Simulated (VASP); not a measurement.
# Ga (Im-3m) in VASP: a series of runs

Ga is run at these levels: LDA; tasks: relaxation of cell and atoms.

All numbers are computed with VASP 6.6.1; they aren't measurements. Logs are shortened: lines on timing, memory, paths and dates and some standing lists are left out, and cuts for length are marked.

**1. The cell of the first run**

The structure is cubic, space group Im-3m (No. 229). Conventional cell: a = 2.592 Å, b = 2.592 Å, c = 2.592 Å, α = 90.00°, β = 90.00°, γ = 90.00°. Within 3.0 Å of Ga (site symmetry m-3m) lie 14 Ga at 2.24 to 2.59 Å.

This isn't the form of Ga at room conditions, which is orthorhombic.

**2. Relaxation of cell and atoms, LDA, target pressure 230 GPa, at which the enthalpy is minimised**

INCAR reads:

```
SYSTEM = Ga
ALGO     = Normal         ! electronic algorithm
EDIFF    = 1E-7           ! SCF threshold, eV
EDIFFG   = -0.005         ! ionic threshold
ENCUT    = 600            ! plane-wave cutoff, eV
GGA      = CA             ! functional
IBRION   = 2              ! ionic algorithm
ISIF     = 3              ! what is computed and relaxed
ISMEAR   = -1             ! smearing method
LASPH    = .True.         ! aspherical terms in the spheres
LCHARG   = .False.        ! write CHGCAR
LREAL    = .False.        ! projectors in reciprocal space
LWAVE    = .False.        ! write WAVECAR
NELM     = 60             ! most SCF steps
NSW      = 32             ! ionic steps
PREC     = Accurate       ! precision mode
PSTRESS  = 2300.0       
SIGMA    = 0.1            ! smearing width, eV
```

KPOINTS reads:

```
k-points
0
Gamma
  20 20 20
  0 0 0
```

POSCAR reads:

```
Ga
1.0
   -1.2960690848      1.2960690848      1.2960690848
    1.2960690848     -1.2960690848      1.2960690848
    1.2960690848      1.2960690848     -1.2960690848
Ga
1
Direct
    0.0000000000      0.0000000000      0.0000000000
```

Potentials or basis: VASP PAW LDA potentials, release 64 (Ga_d).

On the command line:

```console
cat potpaw_LDA.64/Ga_d/POTCAR > POTCAR
mpirun -np 1 vasp_std > vasp.out
```

OUTCAR:

```text
SYSTEM = Ga
   EDIFF = 1E-7
   EDIFFG = -0.005
   ENCUT = 600
   GGA = CA
   IBRION = 2
   ISIF = 3
   ISMEAR = -1
   LASPH = .True.
   LREAL = .False.
   NELM = 60
   NSW = 32
   PREC = Accurate
   PSTRESS = 2300.0

 ion  position               nearest neighbor table
   1  0.000  0.000  0.000-

  LATTYP: Found a body centered cubic cell.
 ALAT       =     2.5921381696

  Lattice vectors:

 A1 = (  -1.2960690848,   1.2960690848,   1.2960690848)
 A2 = (   1.2960690848,  -1.2960690848,   1.2960690848)
 A3 = (   1.2960690848,   1.2960690848,  -1.2960690848)

Analysis of symmetry for initial positions (statically):
=====================================================================
 Subroutine PRICEL returns:
 Original cell was already a primitive cell.

 Routine SETGRP: Setting up the symmetry group for a
 body centered cubic supercell.

 Subroutine GETGRP returns: Found 48 space group operations
 (whereof 48 operations were pure point group operations)
 out of a pool of 48 trial point group operations.

The static configuration has the point symmetry O_h .

Analysis of symmetry for dynamics (positions and initial velocities):
=====================================================================
 Subroutine PRICEL returns:
 Original cell was already a primitive cell.

 Routine SETGRP: Setting up the symmetry group for a
 body centered cubic supercell.

 Subroutine GETGRP returns: Found 48 space group operations
 (whereof 48 operations were pure point group operations)
 out of a pool of 48 trial point group operations.

The dynamic configuration has the point symmetry O_h .

 Subroutine INISYM returns: Found 48 space group operations
 (whereof 48 operations are pure point group operations),
 and found     1 'primitive' translations

----------------------------------------------------------------------------------------

                                     Primitive cell

  volume of cell :       8.7085

  direct lattice vectors                    reciprocal lattice vectors
    -1.296069085  1.296069085  1.296069085     0.000000000  0.385781905  0.385781905
     1.296069085 -1.296069085  1.296069085     0.385781905  0.000000000  0.385781905
     1.296069085  1.296069085 -1.296069085     0.385781905  0.385781905  0.000000000

  length of vectors
[... 87 lines left out ...]
   ISYM   =      2    0-nonsym 1-usesym 2-fastsym
   POTIM  = 0.5000    time-step for ionic-motion
   TEBEG  =    0.0;   TEEND  =   0.0 temperature during run
   PSTRESS= 2300.0 pullay stress
   NELECT =      13.0000    total number of electrons
   NUPDOWN=      -1.0000    fix difference up-down
   EMIN   =  10.00;   EMAX   =-10.00  energy-range for DOS
   EFERMI =   0.00;   METHOD = LEGACY
   ISMEAR =    -1;   SIGMA  =   0.10  broadening in eV -4-tet -1-fermi 0-gaus
   EFERMI_NEDOS =   21; number of points for ismear=-14 and -15
   IALGO  =     38    algorithm
   IMIX   =      4    mixing-type and parameters
     AMIX     =   0.40;   BMIX     =  1.00
     AMIX_MAG =   1.60;   BMIX_MAG =  1.00
  volume/ion in A,a.u.               =       8.71        58.77
  Fermi-wavevector in a.u.,A,eV,Ry     =   1.871003  3.535683 47.629261  3.500652
  Thomas-Fermi vector in A             =   2.916696
   LORBIT       =      0    0 simple, 1 ext, 2 COOP (PROOUT), +10 PAW based schemes
   GGA     = CA    functional components
   LHFCALC =     F    Hartree Fock is set to
   AEXX    =    0.0000 exact exchange contribution
   IVDW    =     0    specifies the selected vdW correction
   LEPSILON=     F    determine dielectric tensor
   LRPA    =     F    only Hartree local field effects (RPA)
 conjugate gradient relaxation of ions
 non-spin polarized calculation
  energy-cutoff  :      600.00
  volume of cell :        8.71
 maximum number of plane-waves:       321
 NGX is ok and might be reduce to    18
   NGX =  9   NGY =  9   NGZ =  9

--------------------------------------- Ionic step        1  -------------------------------------------

 number of electron      13.0000012 magnetization

 Free energy of the ion-electron system (eV)
  ---------------------------------------------------
  ext. energy  EPLUGINS =         0.00000000
  ---------------------------------------------------
  free energy    TOTEN  =        -0.26272820 eV

  energy without entropy =       -0.25356808  energy(sigma->0) =       -0.25814814

------------------------ aborting loop because EDIFF is reached ----------------------------------------

  FORCE on cell =-STRESS in cart. coord.  units (eV):
  Direction    XX          YY          ZZ          XY          YZ          ZX
  --------------------------------------------------------------------------------------
  -------------------------------------------------------------------------------------
  Total       12.7038749     12.7038749     12.7038749      0.0000000      0.0000000      0.0000000
  in kB     2337.2347963   2337.2347963   2337.2347963      0.0000000      0.0000000      0.0000000
  external PRESSURE =      37.2347963 kB  Pullay stress =    2300.0000000 kB
[... 61 lines left out ...]
--------------------------------------- Ionic step        3  -------------------------------------------

 number of electron      13.0000012 magnetization

 Free energy of the ion-electron system (eV)
  ---------------------------------------------------
  ext. energy  EPLUGINS =         0.00000000
  ---------------------------------------------------
  free energy    TOTEN  =        -0.31641575 eV

  energy without entropy =       -0.30728460  energy(sigma->0) =       -0.31185017

 E-fermi :  16.4021     XC(G=0): -15.9168

 val. band max:       16.3748691931   @ k =  -0.4500   0.5000   0.3500
 cond. band min:      16.4201148201   @ k =  -0.4000   0.4000   0.2000
 fundamental gap:      0.0452456270
 Fermi energy:        16.4020754982

 k-point     1 :       0.0000    0.0000    0.0000
  band No.  band energies     occupation
      1      -3.3958      2.00000
      2      -1.3129      2.00000
      3      -1.3129      2.00000
      4      -1.3129      2.00000
      5      -0.3402      2.00000
      6      -0.3402      2.00000
      7      38.8039      0.00000
      8      38.8039      0.00000
      9      38.8039      0.00000
     10      41.7835      0.00000
[... 287 lines left out ...]
 k-point    24 :       0.2500    0.1000    0.0000
  band No.  band energies     occupation
      1      -1.9071      2.00000
      2      -1.6461      2.00000
      3      -0.5969      2.00000
      4      -0.5036      2.00000
      5      -0.2693      2.00000
      6       1.9084      2.00000
      7      20.8778      0.00000
      8      27.1407      0.00000
      9      30.9361      0.00000
     10      36.6540      0.00000

 [... further k-points ...]
[... 5 lines left out ...]
  --------------------------------------------------------------------------------------
  -------------------------------------------------------------------------------------
  Total       12.5515129     12.5515129     12.5515129     -0.0000000      0.0000000      0.0000000
  in kB     2299.4064373   2299.4064373   2299.4064373     -0.0000000      0.0000000      0.0000000
  external PRESSURE =      -0.5935627 kB  Pullay stress =    2300.0000000 kB
[... 20 lines left out ...]
  energy  without entropy=       -0.3072845975  energy(sigma->0) =       -0.31185017

  enthalpy is  TOTEN    =        12.2383371398 eV   P V=       12.5547528871

 reached required accuracy - stopping structural energy minimisation
```

CONTCAR:

```text
Ga
   1.00000000000000
    -1.2979071991262019    1.2979071991262019    1.2979071991262019
     1.2979071991262019   -1.2979071991262019    1.2979071991262019
     1.2979071991262019    1.2979071991262019   -1.2979071991262019
  Ga
     1
Direct
     0.0000000000000000    0.0000000000000000    0.0000000000000000

  0.00000000E+00  0.00000000E+00  0.00000000E+00
```

It took 85 s on 1 thread of Intel Xeon 8259CL, shared host; peak memory 0.15 GiB.

Results:

```yaml
Free_energy: -0.3164 eV
Relaxed_volume: 8.75 Å³/atom
Relaxed_cell: a = 2.248 Å, b = 2.248 Å, c = 2.248 Å, α = 109.47°, β = 109.47°, γ = 109.47°
Space_group_after_relaxing_to_0.1_Å: Im-3m (No. 229)
Energy_change_on_relaxing_the_run_minimises_the_enthalpy: -53.7 meV/atom
Ionic_steps: 3
Pressure_after_relaxing: 229.9 GPa
Band_gap_on_the_k_mesh: zero (an odd number of electrons rules out a gap without spin polarisation)
```

The path:
```
step  energy change (eV)  largest force (eV/Å)  pressure (GPa)  volume (Å³)
   1              0.0000                0.0000          233.72         8.71
   2             -0.3554                0.0000          208.93         8.97
   3             -0.0537                0.0000          229.94         8.75
```

Final structure:
```
CELL_PARAMETERS angstrom
-1.29791 1.29791 1.29791
1.29791 -1.29791 1.29791
1.29791 1.29791 -1.29791
ATOMIC_POSITIONS crystal
Ga 0.00000 0.00000 0.00000
```

Levels at points of the mesh, in eV from the Fermi level:
```tsv
k point	band 4	band 5	band 6	band 7	band 8	band 9
(0.00, 0.00, 0.00)	-17.71	-16.74	-16.74	22.40	22.40	22.40
(0.50, 0.00, 0.00)	-16.68	-16.09	-9.13	-4.95	12.37	12.98
(0.50, 0.50, 0.50)	-16.25	-16.25	1.28	1.28	1.28	6.88
```

Caveat: the cell is relaxed towards a set pressure, so the run minimises the enthalpy, not the energy.

(Part 1 of 2 ends here.)

The gap in the log of VASP goes by the Fermi energy; the results here count the filled bands.